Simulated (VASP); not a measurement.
# Ta3B2N (P6/mmm) in VASP: notebook

The runs below take Ta3B2N through single point, with PBE.

Program: VASP 6.6.1. These are calculated values, not measurements. Logs are shortened: lines on timing, memory, paths and dates and some standing lists are left out, and cuts for length are marked.

**1. The cell of the first run**

It takes space group P6/mmm (No. 191, hexagonal). The conventional cell has a = 5.735 Å, b = 5.735 Å, c = 3.135 Å, α = 90.00°, β = 90.00°, γ = 120.00°. Within 3.0 Å of Ta (site symmetry mmm) lie 4 B at 2.28 Å and 4 Ta at 2.87 Å. B (site symmetry -6m2) has 6 Ta at 2.28 Å within 3.0 Å. N (site symmetry 6/mmm) has 2 N at 3.14 Å and 12 Ta at 3.27 Å and 6 B at 3.31 Å within 4.1 Å.

**2. Single point, PBE**

INCAR reads:

```
SYSTEM = Ta3B2N
  PREC = Accurate
  ENCUT = 600
  EDIFF = 1E-6
  ISMEAR = 0
  SIGMA = 0.1
  LREAL = .False.
  LASPH = .True.
  NELM = 120
  ALGO = Normal
  ISIF = 2
  LWAVE = .False.
  LCHARG = .True.
  GGA = PE
  LELF = .True.
  LVHAR = .True.
  NBANDS = 31
  GGA_COMPAT = .False.
```

KPOINTS reads:

```
Automatic mesh
0
Gamma
  12 12 12
  0 0 0
```

POSCAR reads:

```
Ta3B2N
1.0
    5.7353270454      0.0000000000      0.0000000000
   -2.8676635227      4.9669389204      0.0000000000
    0.0000000000      0.0000000000      3.1350445090
Ta B N
3 2 1
Direct
    0.5000000000      0.0000000000      0.5000000000
    0.0000000000      0.5000000000      0.5000000000
    0.5000000000      0.5000000000      0.5000000000
    0.6666666667      0.3333333333      0.0000000000
    0.3333333333      0.6666666667      0.0000000000
    0.0000000000      0.0000000000      0.0000000000
```

Potentials or basis: VASP PAW PBE potentials, release 64 (Ta_pv, B, N).

On the command line:

```console
cat potpaw_PBE.64/Ta_pv/POTCAR potpaw_PBE.64/B/POTCAR potpaw_PBE.64/N/POTCAR > POTCAR
mpirun -np 1 vasp_std > vasp.out
```

OUTCAR:

```text
SYSTEM = Ta3B2N
   PREC = Accurate
   ENCUT = 600
   EDIFF = 1E-6
   ISMEAR = 0
   LREAL = .False.
   LASPH = .True.
   NELM = 120
   ISIF = 2
   GGA = PE

 ion  position               nearest neighbor table
   1  0.500  0.000  0.500-   4 2.28   5 2.28   4 2.28   5 2.28   2 2.87   3 2.87   3 2.87   2 2.87

   2  0.000  0.500  0.500-   4 2.28   5 2.28   4 2.28   5 2.28   3 2.87   3 2.87   1 2.87   1 2.87

   3  0.500  0.500  0.500-   4 2.28   5 2.28   4 2.28   5 2.28   2 2.87   2 2.87   1 2.87   1 2.87

   4  0.667  0.333  0.000-   2 2.28   2 2.28   1 2.28   1 2.28   3 2.28   3 2.28
   5  0.333  0.667  0.000-   2 2.28   2 2.28   1 2.28   1 2.28   3 2.28   3 2.28
   6  0.000  0.000  0.000-

  LATTYP: Found a hexagonal cell.
 ALAT       =     5.7353270454
 C/A-ratio  =     0.5466200069

  Lattice vectors:

 A1 = (   5.7353270454,   0.0000000000,   0.0000000000)
 A2 = (  -2.8676635227,   4.9669389204,   0.0000000000)
 A3 = (   0.0000000000,   0.0000000000,   3.1350445090)

Analysis of symmetry for initial positions (statically):
=====================================================================
 Subroutine PRICEL returns:
 Original cell was already a primitive cell.

 Routine SETGRP: Setting up the symmetry group for a
 hexagonal supercell.

 Subroutine GETGRP returns: Found 24 space group operations
 (whereof 24 operations were pure point group operations)
 out of a pool of 24 trial point group operations.

The static configuration has the point symmetry D_6h.

Analysis of symmetry for dynamics (positions and initial velocities):
=====================================================================
 Subroutine PRICEL returns:
 Original cell was already a primitive cell.

 Routine SETGRP: Setting up the symmetry group for a
 hexagonal supercell.

 Subroutine GETGRP returns: Found 24 space group operations
 (whereof 24 operations were pure point group operations)
 out of a pool of 24 trial point group operations.

The dynamic configuration has the point symmetry D_6h.

 Subroutine INISYM returns: Found 24 space group operations
 (whereof 24 operations are pure point group operations),
 and found     1 'primitive' translations

----------------------------------------------------------------------------------------

                                     Primitive cell

  volume of cell :      89.3081

  direct lattice vectors                    reciprocal lattice vectors
     5.735327045  0.000000000  0.000000000     0.174357973  0.100665623  0.000000000
    -2.867663523  4.966938920  0.000000000     0.000000000  0.201331246  0.000000000
     0.000000000  0.000000000  3.135044509     0.000000000  0.000000000  0.318974738

  length of vectors
     5.735327045  5.735327045  3.135044509     0.201331246  0.201331246  0.318974738

  position of ions in fractional coordinates (direct lattice)
     0.500000000  0.000000000  0.500000000
     0.000000000  0.500000000  0.500000000
     0.500000000  0.500000000  0.500000000
     0.666666667  0.333333333  0.000000000
     0.333333333  0.666666667  0.000000000
     0.000000000  0.000000000  0.000000000

  ion indices of the primitive-cell ions
   primitive index   ion index
                 1           1
                 2           2
                 3           3
                 4           4
                 5           5
                 6           6

----------------------------------------------------------------------------------------

 KPOINTS: Automatic mesh

Automatic generation of k-mesh.
 Grid dimensions read from file:
 generate k-points for:   12   12   12

 Generating k-lattice:

  Cartesian coordinates                     Fractional coordinates (reciprocal lattice)
     0.014529831  0.008388802  0.000000000     0.083333333 -0.000000000  0.000000000
     0.000000000  0.016777604  0.000000000     0.000000000  0.083333333  0.000000000
     0.000000000  0.000000000  0.026581228     0.000000000  0.000000000  0.083333333

  Length of vectors
     0.016777604  0.016777604  0.026581228

  Shift w.r.t. Gamma in fractional coordinates (k-lattice)
     0.000000000  0.000000000  0.000000000

 Subroutine IBZKPT returns following result:
 ===========================================

 Found    133 irreducible k-points:

 Following reciprocal coordinates:
            Coordinates               Weight
  0.000000  0.000000  0.000000      1.000000
  0.083333  0.000000  0.000000      6.000000
  0.166667  0.000000  0.000000      6.000000
  0.250000  0.000000  0.000000      6.000000
  0.333333 -0.000000  0.000000      6.000000
  0.416667  0.000000  0.000000      6.000000
[... 16 lines left out ...]
  0.250000  0.000000  0.083333     12.000000
  0.333333 -0.000000  0.083333     12.000000
 [... further k-points ...]
   k-points           NKPTS =    133   k-points in BZ     NKDIM =    133   number of bands    NBANDS=     31
   number of dos      NEDOS =    301   number of ions     NIONS =      6
   total plane-waves  NPLWV =  64512
   dimension x,y,z NGX =    48 NGY =   48 NGZ =   28
   dimension x,y,z NGXF=    96 NGYF=   96 NGZF=   56
   ions per type =               3   2   1
   NGX,Y,Z   is equivalent  to a cutoff of  13.91, 13.91, 14.85 a.u.
   NGXF,Y,Z  is equivalent  to a cutoff of  27.83, 27.83, 29.70 a.u.
 SYSTEM =  Ta3B2N
   PREC   = accura    normal or accurate (medium, high low for compatibility)
   ISTART =      0    job   : 0-new  1-cont  2-samecut
   ICHARG =      2    charge: 1-file 2-atom 10-const
   ISPIN  =      1    spin polarized calculation?
   LNONCOLLINEAR =      F non collinear calculations
   LSORBIT =      F    spin-orbit coupling
   LASPH  =      T    aspherical Exc in radial PAW
   ENCUT  =  600.0 eV  44.10 Ry    6.64 a.u.  11.45 11.45  6.26*2*pi/ulx,y,z
   NELM   =    120;   NELMIN=  2; NELMDL= -5     # of ELM steps
   EDIFF  = 0.1E-05   stopping-criterion for ELM
   LREAL  =      F    real-space projection
   EDIFFG = 0.1E-04   stopping-criterion for IOM
   NSW    =      0    number of steps for IOM
   IBRION =     -1    ionic relax: 0-MD 1-quasi-New 2-CG
   NFREE  =      0    steps in history (QN), initial steepest desc. (CG)
   ISIF   =      2    stress and relaxation
   ISYM   =      2    0-nonsym 1-usesym 2-fastsym
   POTIM  = 0.5000    time-step for ionic-motion
   TEBEG  =    0.0;   TEEND  =   0.0 temperature during run
   PSTRESS=    0.0 pullay stress
   NELECT =      44.0000    total number of electrons
   NUPDOWN=      -1.0000    fix difference up-down
   EMIN   =  10.00;   EMAX   =-10.00  energy-range for DOS
   EFERMI =   0.00;   METHOD = LEGACY
   ISMEAR =     0;   SIGMA  =   0.10  broadening in eV -4-tet -1-fermi 0-gaus
   EFERMI_NEDOS =   21; number of points for ismear=-14 and -15
   IALGO  =     38    algorithm
   IMIX   =      4    mixing-type and parameters
     AMIX     =   0.40;   BMIX     =  1.00
     AMIX_MAG =   1.60;   BMIX_MAG =  1.00
  volume/ion in A,a.u.               =      14.88       100.45
  Fermi-wavevector in a.u.,A,eV,Ry     =   1.292991  2.443399 22.746568  1.671826
  Thomas-Fermi vector in A             =   2.424664
   LORBIT       =      0    0 simple, 1 ext, 2 COOP (PROOUT), +10 PAW based schemes
   GGA     = PE    functional components
   LHFCALC =     F    Hartree Fock is set to
   AEXX    =    0.0000 exact exchange contribution
   IVDW    =     0    specifies the selected vdW correction
   LEPSILON=     F    determine dielectric tensor
   LRPA    =     F    only Hartree local field effects (RPA)
 non-spin polarized calculation
 Gauss-broadening in eV      SIGMA  =   0.10
  energy-cutoff  :      600.00
  volume of cell :       89.31
 maximum number of plane-waves:      3018
 NGX is ok and might be reduce to    48
   NGX = 23   NGY = 23   NGZ = 13

 number of electron      43.9999995 magnetization

 Free energy of the ion-electron system (eV)
  ---------------------------------------------------
  ext. energy  EPLUGINS =         0.00000000
  ---------------------------------------------------
  free energy    TOTEN  =       -51.53059471 eV

  energy without entropy =      -51.51132146  energy(sigma->0) =      -51.52095809

 E-fermi :   4.1592     XC(G=0): -11.4241

 val. band max:        4.1555624232   @ k =   0.5000   0.0000   0.0000
 cond. band min:       4.1654319034   @ k =   0.1667   0.0000   0.4167
 fundamental gap:      0.0098694802
 Fermi energy:         4.1592250815

 k-point     1 :       0.0000    0.0000    0.0000
  band No.  band energies     occupation
      1     -30.6588      2.00000
      2     -30.5458      2.00000
      3     -30.5458      2.00000
      4     -30.0898      2.00000
      5     -30.0197      2.00000
      6     -29.8821      2.00000
[... 23 lines left out ...]
     30       8.2410      0.00000
     31       8.2414      0.00000

 k-point     2 :       0.0833    0.0000    0.0000
  band No.  band energies     occupation
      1     -30.6454      2.00000
      2     -30.5436      2.00000
      3     -30.5376      2.00000
      4     -30.0957      2.00000
      5     -30.0177      2.00000
      6     -29.8842      2.00000
[... 23 lines left out ...]
     30       8.1687      0.00000
     31       8.2372      0.00000

 k-point     3 :       0.1667    0.0000    0.0000
  band No.  band energies     occupation
      1     -30.6110      2.00000
      2     -30.5326      2.00000
      3     -30.5137      2.00000
      4     -30.1137      2.00000
      5     -30.0117      2.00000
      6     -29.8904      2.00000
[... 23 lines left out ...]
     30       7.9912      0.00000
     31       8.2381      0.00000

 k-point     4 :       0.2500    0.0000    0.0000
  band No.  band energies     occupation
      1     -30.5807      2.00000
      2     -30.4905      2.00000
      3     -30.4761      2.00000
      4     -30.1434      2.00000
      5     -30.0024      2.00000
      6     -29.8999      2.00000
[... 635 lines left out ...]
     30       7.8277      0.00000
     31       8.0785      0.00000

 k-point    23 :       0.2500    0.0000    0.0833
  band No.  band energies     occupation
      1     -30.5774      2.00000
      2     -30.4875      2.00000
      3     -30.4735      2.00000
      4     -30.1416      2.00000
      5     -30.0286      2.00000
      6     -29.9242      2.00000
[... 23 lines left out ...]
     30       7.5190      0.00000
     31       7.9953      0.00000

 k-point    24 :       0.3333   -0.0000    0.0833
  band No.  band energies     occupation
      1     -30.5672      2.00000
      2     -30.4258      2.00000
      3     -30.4049      2.00000
      4     -30.1818      2.00000
      5     -30.0170      2.00000
      6     -29.9361      2.00000
[... 23 lines left out ...]
     30       7.2984      0.00000
     31       7.9289      0.00000

 [... further k-points ...]

------------------------ aborting loop because EDIFF is reached ----------------------------------------

  FORCE on cell =-STRESS in cart. coord.  units (eV):
  Direction    XX          YY          ZZ          XY          YZ          ZX
  --------------------------------------------------------------------------------------
  -------------------------------------------------------------------------------------
  Total        0.0626582      0.0626582      0.1470618      0.0000000      0.0000000      0.0000000
  in kB        1.1240818      1.1240818      2.6382733      0.0000000      0.0000000      0.0000000
  external PRESSURE =       1.6288123 kB  Pullay stress =       0.0000000 kB

 VOLUME and BASIS-vectors are now :
 -----------------------------------------------------------------------------
  energy-cutoff  :      600.00
  volume of cell :       89.31
      direct lattice vectors                 reciprocal lattice vectors
     5.735327045  0.000000000  0.000000000     0.174357973  0.100665623  0.000000000
    -2.867663523  4.966938920  0.000000000     0.000000000  0.201331246  0.000000000
     0.000000000  0.000000000  3.135044509     0.000000000  0.000000000  0.318974738

 POSITION                                       TOTAL-FORCE (eV/Angst)
 -----------------------------------------------------------------------------------
      2.86766      0.00000      1.56752        -0.000000      0.000000     -0.000000
     -1.43383      2.48347      1.56752        -0.000000      0.000000     -0.000000
      1.43383      2.48347      1.56752        -0.000000      0.000000     -0.000000
      2.86766      1.65565      0.00000        -0.000000      0.000000     -0.000000
     -0.00000      3.31129      0.00000         0.000000      0.000000      0.000000
      0.00000      0.00000      0.00000        -0.000000      0.000000     -0.000000
 -----------------------------------------------------------------------------------
    total drift:                               -0.000000      0.000000     -0.000000

  FREE ENERGIE OF THE ION-ELECTRON SYSTEM (eV)
  ---------------------------------------------------
  free  energy   TOTEN  =       -51.5305947148 eV

  energy  without entropy=      -51.5113214633  energy(sigma->0) =      -51.52095809
```

It took 9.6 min on 1 thread of Oxide Virtual Turin-like, shared host; peak memory 0.5 GiB.

Results:

| Property | Result |
| --- | --- |
| Free energy | -51.5306 eV |
| Pressure | 0.2 GPa |
| Band gap on the k mesh | zero (bands 22 and 23 overlap by 0.97 eV) |

Caveat: spin-orbit coupling is left out, which moves the levels of the heavy elements.

**3. Single point, PBE, collinear spin**

This run uses another cell than the first one, of 12.35 Å³/atom.

INCAR reads:

```
SYSTEM = Ta3B2N
PREC     = Accurate       ! precision mode
ENCUT    = 600            ! plane-wave cutoff, eV
EDIFF    = 1E-6           ! SCF threshold, eV
ISMEAR   = 0              ! smearing method
SIGMA    = 0.1            ! smearing width, eV
LREAL    = .False.        ! projectors in reciprocal space
LASPH    = .True.         ! aspherical terms in the spheres
NELM     = 200            ! most SCF steps
ALGO     = Normal         ! electronic algorithm
ISIF     = 2              ! what is computed and relaxed
LWAVE    = .False.        ! write WAVECAR
LCHARG   = .False.        ! write CHGCAR
ISPIN    = 2              ! spin polarisation
MAGMOM   = 1 1 1 0 0 0    ! initial moments
LORBIT   = 11             ! projections on sites
LMAXMIX  = 4              ! l up to which the mixer works
GGA      = PE             ! functional
NBANDS   = 35             ! bands
GGA_COMPAT= .False.
```

KPOINTS reads:

```
Automatic mesh
0
Gamma
  6 6 6
  0 0 0
```

POSCAR reads:

```
Ta3B2N
1.0
    5.3670496500      0.0000000000      0.0000000000
   -2.6835248200      4.6480013400      0.0000000000
    0.0000000000      0.0000000000      2.9708808600
Ta B N
3 2 1
Direct
    0.5000000000      0.0000000000      0.5000000000
    0.0000000000      0.5000000000      0.5000000000
    0.5000000000      0.5000000000      0.5000000000
    0.6666666700      0.3333333300      0.0000000000
    0.3333333300      0.6666666700      0.0000000000
    0.0000000000      0.0000000000      0.0000000000
```

Potentials or basis: VASP PAW PBE potentials, release 64 (Ta_pv, B, N).

On the command line:

```console
cat potpaw_PBE.64/Ta_pv/POTCAR potpaw_PBE.64/B/POTCAR potpaw_PBE.64/N/POTCAR > POTCAR
mpirun -np 1 vasp_std > vasp.out
```

Wall time 5 min (1 thread of Oxide Virtual Turin-like, shared host); peak memory 0.31 GiB.

Results (log left out):

```yaml
Free_energy: -49.6041 eV
Pressure: 46.8 GPa
Band_gap_on_the_k_mesh: zero (filled and empty bands overlap)
Net_moment: 0.00 μB per cell
Valence_electrons_inside_the_program's_atomic_spheres: Ta 9.31; B 2.22; N 3.33
```

Stress tensor (GPa, compression positive):
```
44.93  0.00  0.00
 0.00 44.93  0.00
 0.00  0.00 50.62
```

Levels at points of the mesh, in eV from the Fermi level:
Spin up:
| k point | band 18 | band 19 | band 20 | band 21 | band 22 | band 23 | band 24 | band 25 | band 26 | band 27 |
| --- | --- | --- | --- | --- | --- | --- | --- | --- | --- | --- |
| (0.00, 0.00, 0.00) | -2.98 | -2.11 | -2.11 | -1.31 | 0.22 | 1.45 | 1.45 | 2.12 | 2.12 | 2.72 |
| (0.50, 0.00, 0.00) | -2.34 | -2.17 | -1.53 | -1.40 | -0.14 | 0.46 | 1.19 | 1.44 | 2.52 | 2.83 |
| (0.00, 0.00, 0.50) | -2.23 | -0.82 | -0.82 | 0.10 | 0.10 | 0.51 | 1.84 | 2.57 | 2.57 | 2.57 |
| (0.50, 0.00, 0.50) | -3.05 | -2.21 | -1.51 | 0.04 | 0.62 | 0.78 | 0.82 | 0.91 | 1.86 | 2.69 |
Spin down:
```csv
k point,band 18,band 19,band 20,band 21,band 22,band 23,band 24,band 25,band 26,band 27
"(0.00, 0.00, 0.00)",-2.98,-2.11,-2.11,-1.31,0.22,1.45,1.45,2.12,2.12,2.72
"(0.50, 0.00, 0.00)",-2.34,-2.17,-1.53,-1.40,-0.14,0.46,1.19,1.45,2.52,2.83
"(0.00, 0.00, 0.50)",-2.23,-0.82,-0.82,0.10,0.10,0.51,1.84,2.57,2.57,2.57
"(0.50, 0.00, 0.50)",-3.05,-2.21,-1.51,0.04,0.62,0.78,0.82,0.91,1.86,2.70
```

Caveat: the stress differs along the axes, from 45 to 51 GPa; spin-orbit coupling is left out, which moves the levels of the heavy elements.

[end of part 1 of 2]

The gap in the log of VASP goes by the Fermi energy; the results here count the filled bands.